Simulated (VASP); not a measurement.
# FeNi3 (Pm-3m) in VASP: single point with PBE

Aim: the single point of FeNi3 with PBE.

All numbers are computed with VASP 6.6.1; they aren't measurements. Logs are shortened: lines on timing, memory, paths and dates and some standing lists are left out, and cuts for length are marked.

## (1) The cell of the first run

The structure is cubic, space group Pm-3m (No. 221). The conventional cell has a = 3.545 Å, b = 3.545 Å, c = 3.545 Å, α = 90.00°, β = 90.00°, γ = 90.00°. Fe (site symmetry m-3m) has 12 Ni at 2.51 Å within 3.3 Å. Within 3.3 Å of Ni (site symmetry 4/mmm) lie 4 Fe at 2.51 Å and 8 Ni at 2.51 Å.

## (2) Single point, PBE, collinear spin, ferromagnetic start

INCAR

```
SYSTEM = FeNi3
PREC = Accurate
ENCUT = 520
EDIFF = 1E-6
ISMEAR = 0
SIGMA = 0.05
LREAL = .False.
LASPH = .True.
NELM = 150
ALGO = Normal
ISIF = 2
LWAVE = .False.
LCHARG = .True.
ISPIN = 2
MAGMOM = 4 2 2 2
LORBIT = 11
LMAXMIX = 4
GGA = PE
LELF = .True.
LVHAR = .True.
NBANDS = 31
```

KPOINTS

```
regular mesh
0
Gamma
  12 12 12
  0 0 0
```

POSCAR

```
FeNi3
1.0
    3.5450000000      0.0000000000      0.0000000000
    0.0000000000      3.5450000000      0.0000000000
    0.0000000000      0.0000000000      3.5450000000
Fe Ni
1 3
Direct
    0.0000000000      0.0000000000      0.0000000000
    0.0000000000      0.5000000000      0.5000000000
    0.5000000000      0.0000000000      0.5000000000
    0.5000000000      0.5000000000      0.0000000000
```

Potentials or basis: VASP PAW PBE potentials, release 64 (Fe, Ni).

On the command line:

```
> cat potpaw_PBE.64/Fe/POTCAR potpaw_PBE.64/Ni/POTCAR > POTCAR
> mpirun -np 1 vasp_std > vasp.out
```

OUTCAR:

```text
SYSTEM = FeNi3
   PREC = Accurate
   ENCUT = 520
   EDIFF = 1E-6
   ISMEAR = 0
   LREAL = .False.
   LASPH = .True.
   NELM = 150
   ISIF = 2
   ISPIN = 2
   LORBIT = 11
   GGA = PE

 ion  position               nearest neighbor table
   1  0.000  0.000  0.000-   2 2.51   3 2.51   4 2.51   2 2.51   3 2.51   2 2.51   4 2.51   2 2.51
                             3 2.51   4 2.51   3 2.51   4 2.51
   2  0.000  0.500  0.500-   1 2.51   3 2.51   4 2.51   1 2.51   4 2.51   1 2.51   3 2.51   1 2.51
                             3 2.51   4 2.51   4 2.51   3 2.51
   3  0.500  0.000  0.500-   1 2.51   2 2.51   4 2.51   1 2.51   4 2.51   2 2.51   4 2.51   4 2.51
                             1 2.51   2 2.51   1 2.51   2 2.51
   4  0.500  0.500  0.000-   1 2.51   2 2.51   3 2.51   2 2.51   3 2.51   1 2.51   3 2.51   3 2.51
                             1 2.51   2 2.51   2 2.51   1 2.51

  LATTYP: Found a simple cubic cell.
 ALAT       =     3.5450000000

  Lattice vectors:

 A1 = (   3.5450000000,   0.0000000000,   0.0000000000)
 A2 = (   0.0000000000,   3.5450000000,   0.0000000000)
 A3 = (   0.0000000000,   0.0000000000,   3.5450000000)

Analysis of symmetry for initial positions (statically):
=====================================================================
 Subroutine PRICEL returns:
 Original cell was already a primitive cell.

 Routine SETGRP: Setting up the symmetry group for a
 simple cubic supercell.

 Subroutine GETGRP returns: Found 48 space group operations
 (whereof 48 operations were pure point group operations)
 out of a pool of 48 trial point group operations.

The static configuration has the point symmetry O_h .

Analysis of symmetry for dynamics (positions and initial velocities):
=====================================================================
 Subroutine PRICEL returns:
 Original cell was already a primitive cell.

 Routine SETGRP: Setting up the symmetry group for a
 simple cubic supercell.

 Subroutine GETGRP returns: Found 48 space group operations
 (whereof 48 operations were pure point group operations)
 out of a pool of 48 trial point group operations.

The dynamic configuration has the point symmetry O_h .

Analysis of structural, dynamic, and magnetic symmetry:
=====================================================================
 Subroutine PRICEL returns:
 Original cell was already a primitive cell.

 Routine SETGRP: Setting up the symmetry group for a
 simple cubic supercell.

 Subroutine GETGRP returns: Found 48 space group operations
 (whereof 48 operations were pure point group operations)
 out of a pool of 48 trial point group operations.

The overall configuration has the point symmetry O_h .

 Subroutine INISYM returns: Found 48 space group operations
 (whereof 48 operations are pure point group operations),
 and found     1 'primitive' translations

----------------------------------------------------------------------------------------

                                     Primitive cell

  volume of cell :      44.5501

  direct lattice vectors                    reciprocal lattice vectors
     3.545000000  0.000000000  0.000000000     0.282087447  0.000000000  0.000000000
     0.000000000  3.545000000  0.000000000     0.000000000  0.282087447  0.000000000
     0.000000000  0.000000000  3.545000000     0.000000000  0.000000000  0.282087447

  length of vectors
     3.545000000  3.545000000  3.545000000     0.282087447  0.282087447  0.282087447

  position of ions in fractional coordinates (direct lattice)
     0.000000000  0.000000000  0.000000000
     0.000000000  0.500000000  0.500000000
     0.500000000  0.000000000  0.500000000
     0.500000000  0.500000000  0.000000000

  ion indices of the primitive-cell ions
   primitive index   ion index
                 1           1
                 2           2
                 3           3
                 4           4

----------------------------------------------------------------------------------------

 KPOINTS: regular mesh

Automatic generation of k-mesh.
 Grid dimensions read from file:
 generate k-points for:   12   12   12

 Generating k-lattice:

  Cartesian coordinates                     Fractional coordinates (reciprocal lattice)
     0.023507287  0.000000000  0.000000000     0.083333333  0.000000000  0.000000000
     0.000000000  0.023507287  0.000000000     0.000000000  0.083333333  0.000000000
     0.000000000  0.000000000  0.023507287     0.000000000  0.000000000  0.083333333

  Length of vectors
     0.023507287  0.023507287  0.023507287

  Shift w.r.t. Gamma in fractional coordinates (k-lattice)
     0.000000000  0.000000000  0.000000000

 Subroutine IBZKPT returns following result:
 ===========================================

 Found     84 irreducible k-points:

 Following reciprocal coordinates:
            Coordinates               Weight
  0.000000  0.000000  0.000000      1.000000
  0.083333  0.000000  0.000000      6.000000
  0.166667  0.000000  0.000000      6.000000
  0.250000  0.000000  0.000000      6.000000
  0.333333  0.000000  0.000000      6.000000
  0.416667  0.000000  0.000000      6.000000
[... 16 lines left out ...]
  0.333333  0.333333  0.000000     12.000000
  0.416667  0.333333  0.000000     24.000000
 [... further k-points ...]
   k-points           NKPTS =     84   k-points in BZ     NKDIM =     84   number of bands    NBANDS=     31
   number of dos      NEDOS =    301   number of ions     NIONS =      4
   total plane-waves  NPLWV =  21952
   dimension x,y,z NGX =    28 NGY =   28 NGZ =   28
   dimension x,y,z NGXF=    56 NGYF=   56 NGZF=   56
   ions per type =               1   3
   NGX,Y,Z   is equivalent  to a cutoff of  13.13, 13.13, 13.13 a.u.
   NGXF,Y,Z  is equivalent  to a cutoff of  26.26, 26.26, 26.26 a.u.
 SYSTEM =  FeNi3
   PREC   = accura    normal or accurate (medium, high low for compatibility)
   ISTART =      0    job   : 0-new  1-cont  2-samecut
   ICHARG =      2    charge: 1-file 2-atom 10-const
   ISPIN  =      2    spin polarized calculation?
   LNONCOLLINEAR =      F non collinear calculations
   LSORBIT =      F    spin-orbit coupling
   LASPH  =      T    aspherical Exc in radial PAW
   ENCUT  =  520.0 eV  38.22 Ry    6.18 a.u.   6.59  6.59  6.59*2*pi/ulx,y,z
   NELM   =    150;   NELMIN=  2; NELMDL= -5     # of ELM steps
   EDIFF  = 0.1E-05   stopping-criterion for ELM
   LREAL  =      F    real-space projection
   EDIFFG = 0.1E-04   stopping-criterion for IOM
   NSW    =      0    number of steps for IOM
   IBRION =     -1    ionic relax: 0-MD 1-quasi-New 2-CG
   NFREE  =      0    steps in history (QN), initial steepest desc. (CG)
   ISIF   =      2    stress and relaxation
   ISYM   =      2    0-nonsym 1-usesym 2-fastsym
   POTIM  = 0.5000    time-step for ionic-motion
   TEBEG  =    0.0;   TEEND  =   0.0 temperature during run
   PSTRESS=    0.0 pullay stress
   NELECT =      38.0000    total number of electrons
   NUPDOWN=      -1.0000    fix difference up-down
   EMIN   =  10.00;   EMAX   =-10.00  energy-range for DOS
   EFERMI =   0.00;   METHOD = LEGACY
   ISMEAR =     0;   SIGMA  =   0.05  broadening in eV -4-tet -1-fermi 0-gaus
   EFERMI_NEDOS =   21; number of points for ismear=-14 and -15
   IALGO  =     38    algorithm
   IMIX   =      4    mixing-type and parameters
     AMIX     =   0.40;   BMIX     =  1.00
     AMIX_MAG =   1.60;   BMIX_MAG =  1.00
  volume/ion in A,a.u.               =      11.14        75.16
  Fermi-wavevector in a.u.,A,eV,Ry     =   1.552577  2.933945 32.796776  2.410495
  Thomas-Fermi vector in A             =   2.656932
   LORBIT       =     11    0 simple, 1 ext, 2 COOP (PROOUT), +10 PAW based schemes
   GGA     = PE    functional components
   LHFCALC =     F    Hartree Fock is set to
   AEXX    =    0.0000 exact exchange contribution
   IVDW    =     0    specifies the selected vdW correction
   LEPSILON=     F    determine dielectric tensor
   LRPA    =     F    only Hartree local field effects (RPA)
 spin polarized calculation
 Gauss-broadening in eV      SIGMA  =   0.05
  energy-cutoff  :      520.00
  volume of cell :       44.55
 maximum number of plane-waves:      1222
 NGX is ok and might be reduce to    28
   NGX = 13   NGY = 13   NGZ = 13

 number of electron      38.0000000 magnetization      10.0000000

 number of electron      37.9999985 magnetization       4.7913997

 Free energy of the ion-electron system (eV)
  ---------------------------------------------------
  ext. energy  EPLUGINS =         0.00000000
  ---------------------------------------------------
  free energy    TOTEN  =       -25.00326632 eV

  energy without entropy =      -24.99925941  energy(sigma->0) =      -25.00126287

 E-fermi :   8.5661     XC(G=0): -13.1435

 val. band max:        8.5650249372   @ k =   0.4167   0.2500   0.2500
 cond. band min:       8.5802852108   @ k =   0.5000   0.3333   0.3333
 fundamental gap:      0.0152602736
 Fermi energy:         8.5661466545

 spin component 1

 k-point     1 :       0.0000    0.0000    0.0000
  band No.  band energies     occupation
      1      -0.4974      1.00000
      2       3.2789      1.00000
      3       3.2789      1.00000
      4       3.9515      1.00000
      5       4.0153      1.00000
      6       4.0153      1.00000
[... 805 lines left out ...]
     30      22.1945      0.00000
     31      23.2471      0.00000

 [... further k-points ...]

 spin component 2

 k-point     1 :       0.0000    0.0000    0.0000
  band No.  band energies     occupation
      1      -0.4528      1.00000
      2       4.3248      1.00000
      3       4.3248      1.00000
      4       4.3306      1.00000
      5       5.0217      1.00000
      6       5.0217      1.00000
[... 805 lines left out ...]
     30      22.5276      0.00000
     31      23.6361      0.00000

 [... further k-points ...]
[... 5 lines left out ...]
  --------------------------------------------------------------------------------------
  -------------------------------------------------------------------------------------
  Total       -0.0925530     -0.0925530     -0.0925530      0.0000000     -0.0000000      0.0000000
  in kB       -3.3285281     -3.3285281     -3.3285281      0.0000000     -0.0000000      0.0000000
  external PRESSURE =      -3.3285281 kB  Pullay stress =       0.0000000 kB

 VOLUME and BASIS-vectors are now :
 -----------------------------------------------------------------------------
  energy-cutoff  :      520.00
  volume of cell :       44.55
      direct lattice vectors                 reciprocal lattice vectors
     3.545000000  0.000000000  0.000000000     0.282087447  0.000000000  0.000000000
     0.000000000  3.545000000  0.000000000     0.000000000  0.282087447  0.000000000
     0.000000000  0.000000000  3.545000000     0.000000000  0.000000000  0.282087447

 POSITION                                       TOTAL-FORCE (eV/Angst)
 -----------------------------------------------------------------------------------
      0.00000      0.00000      0.00000         0.000000      0.000000      0.000000
      0.00000      1.77250      1.77250         0.000000      0.000000      0.000000
      1.77250      0.00000      1.77250         0.000000      0.000000      0.000000
      1.77250      1.77250      0.00000         0.000000      0.000000      0.000000
 -----------------------------------------------------------------------------------
    total drift:                                0.000000      0.000000      0.000000

  FREE ENERGIE OF THE ION-ELECTRON SYSTEM (eV)
  ---------------------------------------------------
  free  energy   TOTEN  =       -25.0032663202 eV

  energy  without entropy=      -24.9992594118  energy(sigma->0) =      -25.00126287

 total charge

# of ion       s       p       d       tot
------------------------------------------
    1        0.473   0.502   6.111   7.086
    2        0.503   0.510   8.322   9.335
    3        0.503   0.510   8.322   9.335
    4        0.503   0.510   8.322   9.335
--------------------------------------------------
tot          1.983   2.031  31.078  35.092

 magnetization (x)

# of ion       s       p       d       tot
------------------------------------------
    1        0.012   0.002   2.894   2.908
    2       -0.015  -0.042   0.694   0.636
    3       -0.015  -0.042   0.694   0.636
    4       -0.015  -0.042   0.694   0.636
--------------------------------------------------
tot         -0.034  -0.124   4.975   4.818
```

It took 3.9 min on 1 thread of Intel Xeon Platinum 8375C at 2.90GHz (Ice Lake), shared host; peak memory 0.29 GiB.

Results:

- Free energy: -25.0033 eV
- Pressure: -0.3 GPa
- Net moment: 4.79 μB per cell
- Site moments: Fe +2.91; Ni +0.64 μB
- Valence electrons inside the program's atomic spheres: Fe 7.09; Ni 9.34

Levels at points of the mesh, in eV from the Fermi level:
Spin up:
```csv
k point,band 19,band 20,band 21,band 22,band 23,band 24
"(0.00, 0.00, 0.00)",-0.63,-0.63,-0.63,2.25,2.25,2.25
"(0.50, 0.00, 0.00)",-1.42,-1.05,-0.72,-0.63,7.48,7.48
"(0.50, 0.50, 0.00)",-1.52,-1.48,0.74,0.74,0.77,0.79
"(0.50, 0.50, 0.50)",-0.80,-0.80,-0.50,-0.50,-0.50,-0.37
```
Spin down:
```tsv
k point	band 13	band 14	band 15	band 16	band 17	band 18	band 19	band 20	band 21	band 22
(0.00, 0.00, 0.00)	-0.01	0.28	0.28	0.28	0.99	0.99	1.24	1.24	1.24	2.29
(0.50, 0.00, 0.00)	-0.95	-0.95	-0.86	-0.41	-0.13	-0.13	0.28	0.51	0.61	1.22
(0.50, 0.50, 0.00)	-1.22	-1.22	-1.20	-0.80	-0.66	0.16	0.16	0.40	1.40	1.40
(0.50, 0.50, 0.50)	-0.48	-0.45	-0.45	-0.45	0.06	0.06	0.06	0.78	0.78	0.78
```
